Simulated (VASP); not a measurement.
# NaTl12 (a cell with a defect) in VASP: notebook

Runs on NaTl12 (a cell with a defect). Level: PBE+D3(BJ). Tasks: single point.

All numbers are computed with VASP 6.6.1; they aren't measurements. Logs are shortened: lines on timing, memory, paths and dates and some standing lists are left out, and cuts for length are marked.

**1. The cell of the first run**

The cell holds a defect, 13 atoms: a = 6.920 Å, b = 10.380 Å, c = 5.533 Å, α = 90.00°, β = 90.00°, γ = 120.00°.

**2. Single point, PBE+D3(BJ)**

File INCAR:

```
SYSTEM = NaTl12
PREC = Accurate
ENCUT = 400
EDIFF = 1E-6
ISMEAR = -1
SIGMA = 0.15
LREAL = .FALSE.
LASPH = .TRUE.
NELM = 120
ALGO = Normal
ISIF = 2
LWAVE = .FALSE.
LCHARG = .FALSE.
GGA = PE
IVDW = 12
NBANDS = 94
GGA_COMPAT = .FALSE.
```

File KPOINTS:

```
regular mesh
0
G
  3 2 3
  0 0 0
```

File POSCAR:

```
NaTl12
1.0
    6.9200000000      0.0000000000      0.0000000000
   -5.1900000000      8.9893440000      0.0000000000
    0.0000000000      0.0000000000      5.5325400000
Tl Na
12 1
Direct
    0.0266298663      0.0535411705     -0.0739804864
    0.1829421857      0.1538265751      0.4385869781
    0.0573623347      0.3438626890     -0.0319383140
    0.1731774708      0.5477819071      0.3883388100
   -0.0175758564      0.7286849852      0.0108087786
    0.0564889230      0.8462241516      0.5497113442
    0.6016935920     -0.0259307020      0.0354809906
    0.7669832315      0.2215845784      0.4235667523
    0.6076173338      0.3837209923      0.1090457548
    0.5748407199      0.4781883973      0.5906509488
    0.4497100754      0.6654323163     -0.0280522147
    0.5631268007      0.8390823624      0.5005295940
    0.4801092711      0.1588547507      0.8161893091
```

Potentials or basis: VASP PAW PBE potentials, release 64 (Tl_d, Na_pv).

The run is started by

```
$ cat potpaw_PBE.64/Tl_d/POTCAR potpaw_PBE.64/Na_pv/POTCAR > POTCAR
$ mpirun -np 1 vasp_std > vasp.out
```

OUTCAR:

```text
SYSTEM = NaTl12
   PREC = Accurate
   ENCUT = 400
   EDIFF = 1E-6
   ISMEAR = -1
   LREAL = .FALSE.
   LASPH = .TRUE.
   NELM = 120
   ISIF = 2
   GGA = PE
   IVDW = 12
 IVDW          = 12

 ion  position               nearest neighbor table
   1  0.027  0.054  0.926-   7 2.70  13 2.83   2 2.90   3 2.92   2 3.03   6 3.07   5 3.26  12 3.69
                             9 3.89  11 4.02   8 4.12   6 4.13   8 4.14
   2  0.183  0.154  0.439-   1 2.90  13 2.91   6 2.92   1 3.03  10 3.20   9 3.26   8 3.29   3 3.62
                             8 3.74   3 3.87  12 3.90   4 4.13   7 4.14
   3  0.057  0.344  0.968-   1 2.92   4 2.97   8 3.07  11 3.07   9 3.43   8 3.49   7 3.57   2 3.62
                             9 3.70   4 3.70  10 3.76   2 3.87
   4  0.173  0.548  0.388-  11 2.85  12 2.94   3 2.97   8 3.14  10 3.39   5 3.48  11 3.64   6 3.68
                             3 3.70   9 3.73  10 3.99   2 4.13
   5  0.982  0.729  0.011-   6 2.76   6 3.16   9 3.25   1 3.26  11 3.41   4 3.48  10 3.58  11 3.61
                             7 3.74
   6  0.056  0.846  0.550-   5 2.76   2 2.92   1 3.07   5 3.16  12 3.39  13 3.43  12 3.55  10 3.61
                             4 3.68   1 4.13
   7  0.602  0.974  0.035-   1 2.70  13 2.73  11 2.85  12 2.88   8 3.10  12 3.23   3 3.57   5 3.74
                             8 4.05   2 4.14
   8  0.767  0.222  0.424-  13 2.79   9 2.99   3 3.07   7 3.10   4 3.14   2 3.29   3 3.49  12 3.51
                            10 3.64   2 3.74   7 4.05   1 4.12   1 4.14
   9  0.608  0.384  0.109-  13 2.61  10 2.89   8 2.99  10 3.08   5 3.25   2 3.26   3 3.43  11 3.68
                             3 3.70   4 3.73   1 3.89
  10  0.575  0.478  0.591-   9 2.89   9 3.08   2 3.20  11 3.27  13 3.29   4 3.39   5 3.58   6 3.61
                             8 3.64   3 3.76  12 3.82   4 3.99
  11  0.450  0.665  0.972-   4 2.85   7 2.85  12 3.04   3 3.07  10 3.27  12 3.32   5 3.41   5 3.61
                             4 3.64   9 3.68   1 4.02
  12  0.563  0.839  0.501-   7 2.88   4 2.94  11 3.04   7 3.23  11 3.32   6 3.39   8 3.51   6 3.55
                             1 3.69  10 3.82   2 3.90
  13  0.480  0.159  0.816-   9 2.61   7 2.73   8 2.79   1 2.83   2 2.91  10 3.29   6 3.43

  LATTYP: Found a simple monoclinic cell.
 ALAT       =     6.9200000000
 B/A-ratio  =     0.7995000000
 C/A-ratio  =     1.3228756993
 COS(beta)  =    -0.1889822302

  Lattice vectors:

 A1 = (   6.9200000000,   0.0000000000,   0.0000000000)
 A2 = (   0.0000000000,   0.0000000000,   5.5325400000)
 A3 = (  -1.7300000000,  -8.9893440000,   0.0000000000)

Analysis of symmetry for initial positions (statically):
=====================================================================
 Subroutine PRICEL returns:
 Original cell was already a primitive cell.

 Routine SETGRP: Setting up the symmetry group for a
 simple monoclinic supercell.

 Subroutine GETGRP returns: Found  1 space group operations
 (whereof  1 operations were pure point group operations)
 out of a pool of  4 trial point group operations.

The static configuration has the point symmetry C_1 .

Analysis of symmetry for dynamics (positions and initial velocities):
=====================================================================
 Subroutine PRICEL returns:
 Original cell was already a primitive cell.

 Routine SETGRP: Setting up the symmetry group for a
 simple monoclinic supercell.

 Subroutine GETGRP returns: Found  1 space group operations
 (whereof  1 operations were pure point group operations)
 out of a pool of  4 trial point group operations.

The dynamic configuration has the point symmetry C_1 .

 Subroutine INISYM returns: Found  1 space group operations
 (whereof  1 operations are pure point group operations),
 and found     1 'primitive' translations

----------------------------------------------------------------------------------------

                                     Primitive cell

  volume of cell :     344.1586

  direct lattice vectors                    reciprocal lattice vectors
     6.920000000  0.000000000  0.000000000     0.144508671  0.083432117  0.000000000
    -5.190000000  8.989344000  0.000000000     0.000000000  0.111242823  0.000000000
     0.000000000  0.000000000  5.532540000     0.000000000  0.000000000  0.180748806

  length of vectors
     6.920000000 10.380000267  5.532540000     0.166864238  0.111242823  0.180748806
[... 69 lines left out ...]
|                                                                             |
 -----------------------------------------------------------------------------

 Subroutine IBZKPT returns following result:
 ===========================================

 Found     10 irreducible k-points:

 Following reciprocal coordinates:
            Coordinates               Weight
  0.000000  0.000000  0.000000      1.000000
  0.333333  0.000000  0.000000      2.000000
  0.000000  0.500000  0.000000      1.000000
  0.333333  0.500000  0.000000      2.000000
  0.000000  0.000000  0.333333      2.000000
  0.333333  0.000000  0.333333      2.000000
 -0.333333  0.000000  0.333333      2.000000
  0.000000  0.500000  0.333333      2.000000
  0.333333  0.500000  0.333333      2.000000
 -0.333333  0.500000  0.333333      2.000000
   k-points           NKPTS =     10   k-points in BZ     NKDIM =     10   number of bands    NBANDS=     94
   number of dos      NEDOS =    301   number of ions     NIONS =     13
   total plane-waves  NPLWV = 120960
   dimension x,y,z NGX =    48 NGY =   70 NGZ =   36
   dimension x,y,z NGXF=    96 NGYF=  140 NGZF=   72
   ions per type =              12   1
   NGX,Y,Z   is equivalent  to a cutoff of  11.53, 11.21, 10.82 a.u.
   NGXF,Y,Z  is equivalent  to a cutoff of  23.06, 22.42, 21.64 a.u.
 SYSTEM =  NaTl12
   PREC   = accura    normal or accurate (medium, high low for compatibility)
   ISTART =      0    job   : 0-new  1-cont  2-samecut
   ICHARG =      2    charge: 1-file 2-atom 10-const
   ISPIN  =      1    spin polarized calculation?
   LNONCOLLINEAR =      F non collinear calculations
   LSORBIT =      F    spin-orbit coupling
   LASPH  =      T    aspherical Exc in radial PAW
   ENCUT  =  400.0 eV  29.40 Ry    5.42 a.u.  11.28 16.93  9.02*2*pi/ulx,y,z
   NELM   =    120;   NELMIN=  2; NELMDL= -5     # of ELM steps
   EDIFF  = 0.1E-05   stopping-criterion for ELM
   LREAL  =      F    real-space projection
   EDIFFG = 0.1E-04   stopping-criterion for IOM
   NSW    =      0    number of steps for IOM
   IBRION =     -1    ionic relax: 0-MD 1-quasi-New 2-CG
   NFREE  =      0    steps in history (QN), initial steepest desc. (CG)
   ISIF   =      2    stress and relaxation
   ISYM   =      2    0-nonsym 1-usesym 2-fastsym
   POTIM  = 0.5000    time-step for ionic-motion
   TEBEG  =    0.0;   TEEND  =   0.0 temperature during run
   PSTRESS=    0.0 pullay stress
   NELECT =     163.0000    total number of electrons
   NUPDOWN=      -1.0000    fix difference up-down
   EMIN   =  10.00;   EMAX   =-10.00  energy-range for DOS
   EFERMI =   0.00;   METHOD = LEGACY
   ISMEAR =    -1;   SIGMA  =   0.15  broadening in eV -4-tet -1-fermi 0-gaus
   EFERMI_NEDOS =   21; number of points for ismear=-14 and -15
   IALGO  =     38    algorithm
   IMIX   =      4    mixing-type and parameters
     AMIX     =   0.40;   BMIX     =  1.00
     AMIX_MAG =   1.60;   BMIX_MAG =  1.00
  volume/ion in A,a.u.               =      26.47       178.65
  Fermi-wavevector in a.u.,A,eV,Ry     =   1.276099  2.411478 22.156128  1.628429
  Thomas-Fermi vector in A             =   2.408774
   LORBIT       =      0    0 simple, 1 ext, 2 COOP (PROOUT), +10 PAW based schemes
   GGA     = PE    functional components
   LHFCALC =     F    Hartree Fock is set to
   AEXX    =    0.0000 exact exchange contribution
   IVDW    =    12    specifies the selected vdW correction
   LEPSILON=     F    determine dielectric tensor
   LRPA    =     F    only Hartree local field effects (RPA)
 non-spin polarized calculation
  energy-cutoff  :      400.00
  volume of cell :      344.16
 maximum number of plane-waves:      6274
 NGX is ok and might be reduce to    48
   NGX = 23   NGY = 33   NGZ = 19

 number of electron     162.9999997 magnetization

 Free energy of the ion-electron system (eV)
  ---------------------------------------------------
  ext. energy  EPLUGINS =         0.00000000
  ---------------------------------------------------
  free energy    TOTEN  =       -23.65619124 eV

  energy without entropy =      -23.19873314  energy(sigma->0) =      -23.42746219

 E-fermi :   7.0526     XC(G=0): -10.2756

 val. band max:        7.0483159289   @ k =   0.3333   0.0000   0.0000
 cond. band min:       7.0663229021   @ k =   0.3333   0.5000   0.0000
 fundamental gap:      0.0180069732
 Fermi energy:         7.0525811738

 k-point     1 :       0.0000    0.0000    0.0000
  band No.  band energies     occupation
      1     -17.7644      2.00000
      2     -17.7424      2.00000
      3     -17.7244      2.00000
      4      -5.8420      2.00000
      5      -5.5856      2.00000
      6      -5.5735      2.00000
[... 949 lines left out ...]
     92      10.0135      0.00000
     93      10.3593      0.00000
 [bands above 93 left out]

------------------------ aborting loop because EDIFF is reached ----------------------------------------

 Edisp (eV)   -4.63011

 E8    (eV) :    -2.4185

  FORCE on cell =-STRESS in cart. coord.  units (eV):
  Direction    XX          YY          ZZ          XY          YZ          ZX
  --------------------------------------------------------------------------------------
  -------------------------------------------------------------------------------------
  Total      12.63924    22.58338    23.34974    -0.48607    -0.90246    -2.97484
  in kB      58.84003   105.13345   108.70111    -2.26283    -4.20128   -13.84891
  external pressure =       90.89 kB  Pullay stress =        0.00 kB

 VOLUME and BASIS-vectors are now :
 -----------------------------------------------------------------------------
  energy-cutoff  :      400.00
  volume of cell :      344.16
      direct lattice vectors                 reciprocal lattice vectors
     6.920000000  0.000000000  0.000000000     0.144508671  0.083432117  0.000000000
    -5.190000000  8.989344000  0.000000000     0.000000000  0.111242823  0.000000000
     0.000000000  0.000000000  5.532540000     0.000000000  0.000000000  0.180748806

 POSITION                                       TOTAL-FORCE (eV/Angst)
 -----------------------------------------------------------------------------------
     -0.09360      0.48130      5.12324         1.074146     -0.352260      0.454328
      0.46760      1.38280      2.42650        -0.303945      0.779707     -0.952428
     -1.38770      3.09110      5.35584        -0.137010      0.211079     -1.134263
     -1.64460      4.92420      2.14850        -0.979126     -0.535127      1.479228
      3.01650      6.55040      0.05980         0.233084     -0.499063      1.223146
     -4.00100      7.60700      3.04130         0.521453     -0.638123     -1.446645
     -0.89170      8.75624      0.19630        -1.635577      0.101149      0.079884
      4.15750      1.99190      2.34340         0.374565     -0.330808      0.550681
      2.21320      3.44940      0.60330        -0.363580      1.155135     -0.037590
      1.49610      4.29860      3.26780        -0.025141      0.679761      0.393152
     -0.34160      5.98180      5.37734         0.814977     -0.497036     -0.787283
     -0.45800      7.54280      2.76920         0.276924      0.499058      0.607960
      2.49790      1.42800      4.51560         0.149231     -0.573472     -0.430171
 -----------------------------------------------------------------------------------
    total drift:                               -0.000001      0.000166     -0.001119

  FREE ENERGIE OF THE ION-ELECTRON SYSTEM (eV)
  ---------------------------------------------------
  free  energy   TOTEN  =       -28.2863023297 eV

  energy  without entropy=      -27.8288442280  energy(sigma->0) =      -28.05757328
```

Run time: 6.1 min. Hardware: 1 thread of Intel Xeon Platinum 8259CL at 2.50GHz (Skylake/Cascade Lake), shared host; peak memory 0.41 GiB.

What came out:

* Free energy: -28.2863 eV
* Pressure: 9.1 GPa
* Largest force: 1.853 eV/Å
* Band gap on the k mesh: zero (an odd number of electrons rules out a gap without spin polarisation)
* Dispersion energy per atom: -0.356 eV

Forces on the atoms (eV/Å):
```
Tl   1.074 -0.352  0.454
Tl  -0.304  0.780 -0.952
Tl  -0.137  0.211 -1.134
Tl  -0.979 -0.535  1.479
Tl   0.233 -0.499  1.223
Tl   0.521 -0.638 -1.447
Tl  -1.636  0.101  0.080
Tl   0.375 -0.331  0.551
Tl  -0.364  1.155 -0.038
Tl  -0.025  0.680  0.393
Tl   0.815 -0.497 -0.787
Tl   0.277  0.499  0.608
Na   0.149 -0.573 -0.430
```

Levels at points of the mesh, in eV from the Fermi level:
```
           k point  band 78  band 79  band 80  band 81  band 82  band 83  band 84  band 85  band 86  band 87
(0.00, 0.00, 0.00)    -1.40    -1.11    -1.06    -0.75    -0.46    -0.17    -0.07     0.52     0.75     0.80
(0.00, 0.50, 0.00)    -1.89    -1.22    -0.81    -0.64    -0.28    -0.09     0.07     0.41     0.85     1.00
```

Caveat: the k points lie up to 0.38 Å⁻¹ apart, too coarse for converged energies and pressures of a metal; spin-orbit coupling is left out, which moves the levels of the heavy elements.

**3. Single point, PBE+D3(BJ)**

File INCAR:

```
PREC = Accurate
ENCUT = 400
EDIFF = 1E-6
ISMEAR = -1
SIGMA = 0.15
LREAL = F
LASPH = T
NELM = 120
ALGO = Normal
ISIF = 2
LWAVE = F
LCHARG = T
GGA = PE
IVDW = 12
LELF = T
LVHAR = T
NBANDS = 94
GGA_COMPAT = F
```

File KPOINTS:

```
Automatic mesh
0
Gamma
  3 2 3
```

File POSCAR:

```
NaTl12
1.0
    6.9200000000      0.0000000000      0.0000000000
   -5.1900000000      8.9893440000      0.0000000000
    0.0000000000      0.0000000000      5.5325400000
Tl Na
12 1
Direct
   -0.0986091194     -0.0405925060     -0.0411022785
    0.2444768404      0.1920384847      0.2836671764
    0.0383037335      0.3215918759     -0.0438135106
    0.0704320210      0.5531771840      0.4774298966
    0.0378649128      0.6786368394     -0.0869944004
    0.1227703836      0.8898980838      0.4941672360
    0.4671556182      0.0013905353      0.0232623714
    0.8118349204      0.1336026300      0.3577922618
    0.6895645719      0.4272614331      0.1487020428
    0.5962243192      0.5727114237      0.5927837847
    0.4580339212      0.6466656521      0.1330311213
    0.5920448056      0.8473699527      0.5888796105
    0.5950786027      0.2678504683      0.6822905935
```

Potentials or basis: VASP PAW PBE potentials, release 64 (Tl_d, Na_pv).

The run is started by

```
$ cat potpaw_PBE.64/Tl_d/POTCAR potpaw_PBE.64/Na_pv/POTCAR > POTCAR
$ mpirun -np 1 vasp_std > vasp.out
```

It took 6.6 min on 1 thread of Intel Xeon Platinum 8259CL at 2.50GHz (Skylake/Cascade Lake), shared host; peak memory 0.4 GiB.

Results (log left out):

```yaml
Free_energy: -28.7273 eV
Pressure: 8.9 GPa
Largest_force: 2.459 eV/Å
Band_gap_on_the_k_mesh: zero (an odd number of electrons rules out a gap without spin polarisation)
Dispersion_energy_per_atom: -0.356 eV
```

Forces in eV/Å, atoms in the order of the input:
```
Tl   1.184 -0.167  0.423
Tl   1.404  0.462  0.513
Tl   0.160  0.959 -1.602
Tl   0.842 -0.585 -0.245
Tl   0.162  1.154  1.083
Tl   0.131  0.167 -0.322
Tl  -1.161 -0.521 -0.798
Tl  -0.923  0.773  2.144
Tl  -0.624 -0.712 -0.203
Tl   0.252 -1.096  0.766
Tl   0.066  0.054 -1.102
Tl  -1.283 -0.302 -0.566
Na  -0.209 -0.186 -0.091
```

Stress tensor (GPa, compression positive):
```
8.25 0.90 0.93
0.90 8.79 0.12
0.93 0.12 9.77
```

Levels at points of the mesh, in eV from the Fermi level:
```
           k point  band 80  band 81  band 82  band 83  band 84  band 85
(0.00, 0.00, 0.00)    -0.73    -0.43    -0.30     0.04     0.31     0.52
(0.00, 0.50, 0.00)    -0.30    -0.28     0.00     0.26     0.30     0.64
```

Caveat: the k points lie up to 0.38 Å⁻¹ apart, too coarse for converged energies and pressures of a metal; spin-orbit coupling is left out, which moves the levels of the heavy elements.
